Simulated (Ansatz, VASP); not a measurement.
**SnO2: VASP beside Ansatz**

File INCAR:

```
SYSTEM = SnO2
ALGO = Normal
EDIFF = 1E-6
ENCUT = 520
GGA = CA
ISIF = 2
ISMEAR = 0
LASPH = .TRUE.
LCHARG = .FALSE.
LREAL = .FALSE.
LWAVE = .FALSE.
NBANDS = 35
NELM = 60
PREC = Accurate
SIGMA = 0.05
```

KPOINTS

```
k-points
0
G
  6 6 8
  0 0 0
```

File POSCAR:

```
SnO2
1.0
    4.7212714761      0.0000000000      0.0000000000
    0.0000000000      4.7242464798      0.0000000000
    0.0000000000      0.0000000000      3.1900193999
Sn O
2 4
Direct
    0.4967815917      0.4956994843      0.5000000000
   -0.0018759351     -0.0034278080      0.0000000000
    0.3367343443      0.3352435772      0.0000000000
    0.7932991960      0.1934278808      0.5000000000
    0.1821652590      0.8065721192      0.5000000000
    0.7256004073      0.7220993388      0.0000000000
```

Input for Ansatz:

```yaml
crystal:
  lattice:
    - [4.7212714761, 0.0, 0.0]
    - [0.0, 4.7242464798, 0.0]
    - [0.0, 0.0, 3.1900193999]
  atoms:
    - { symbol: Sn, position: [0.4967815917, 0.4956994843, 0.5] }
    - { symbol: Sn, position: [-0.0018759351, -0.003427808, 0.0] }
    - { symbol: O, position: [0.3367343443, 0.3352435772, 0.0] }
    - { symbol: O, position: [0.793299196, 0.1934278808, 0.5] }
    - { symbol: O, position: [0.182165259, 0.8065721192, 0.5] }
    - { symbol: O, position: [0.7256004073, 0.7220993388, 0.0] }
basis:
  ecutwfc: 420
kpoints:
  mp_grid: { grid: [6, 6, 8] }
hamiltonian:
  xc: lda
scf:
  occupations: { method: gaussian, width: 0.05 }
output:
  forces: true
  stress: true
  eigenvalues: true
```

Change from the starting cell: mode 15 (596.5 1/cm) frozen in, largest displacement -0.200 Å.

Alike in both runs: task single point; functional LDA; k mesh 6 × 6 × 8; occupations gaussian, width 0.05 eV; no spin polarisation.

|  | VASP | Ansatz |
| --- | --- | --- |
| version | VASP 6.6.1 | Ansatz 0.2.0 |
| potentials or method | VASP PAW LDA potentials, release 64 (Sn_d, O), cutoff 520 eV | scalar-relativistic, plane waves, PAW |
| valence electrons in the cell | 52 | 52 |

Ansatz gave:

```
gap on the k mesh at the Fermi level (eV)                     : 1.14
least direct gap on the mesh (eV)                             : 1.14
pressure (GPa)                                                : 8.0
traceless stress, the component that is largest in VASP (GPa) : 6.50
rms of the force components (eV/Å)                            : 2.134
```

Q: Estimate VASP's values.

A: gap on the k mesh at the Fermi level (eV): 1.17; least direct gap on the mesh (eV): 1.17; pressure (GPa): 9.0; traceless stress, the component that is largest in VASP (GPa): 6.29; rms of the force components (eV/Å): 2.171.

LDA's correlation is that of Perdew and Zunger in VASP and of Perdew and Wang (1992) in Ansatz. Atom by atom the forces differ by 0.041 eV/Å (rms over components).
